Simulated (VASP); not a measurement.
## CsH: single point with LDA

Crystal: CsH.

```xyz
2
Lattice="0.0000 3.0501 3.0501 3.0501 0.0000 3.0501 3.0501 3.0501 0.0000" Properties=species:S:1:pos:R:3 pbc="T T T"
Cs    0.0000    0.0000    0.0000
H     3.0501    3.0501    3.0501
```

```json
{"Program": "VASP 6.6.1", "Task": "single point", "Functional": "LDA", "Potentials or basis": "VASP PAW LDA potentials, release 64 (Cs_sv, H)", "Cutoff": "520 eV", "k mesh": "6 × 6 × 6", "Occupations": "fermi-dirac, width 0.02 eV", "Spin": "no spin polarisation", "Dipole correction": "no", "Further INCAR settings": "ALGO = Normal; EDIFF = 1e-06; NBANDS = 12"}
```

```
Pressure               : 0.0 GPa
Band gap on the k mesh : 1.73 eV, direct
```

Levels at points of the mesh, in eV from the valence-band top:
| k point | band 2 | band 3 | band 4 | band 5 | band 6 | band 7 | band 8 | band 9 |
| --- | --- | --- | --- | --- | --- | --- | --- | --- |
| (0.00, 0.00, 0.00) | -7.85 | -7.85 | -7.85 | -2.18 | 4.93 | 4.93 | 4.93 | 6.12 |
| (0.50, 0.00, 0.00) | -9.11 | -7.99 | -7.99 | 0.00 | 1.73 | 4.44 | 4.44 | 7.39 |
| (0.50, 0.50, 0.00) | -8.91 | -8.25 | -8.25 | -1.65 | 2.53 | 5.83 | 8.48 | 8.59 |

Wall time 7.6 s on 1 thread of AMD EPYC 7R13 Processor (Zen 3), on a shared host, peak memory 0.12 GiB.

Caveat: spin-orbit coupling is left out, which moves the levels of the heavy elements. A k mesh can miss the band edges.
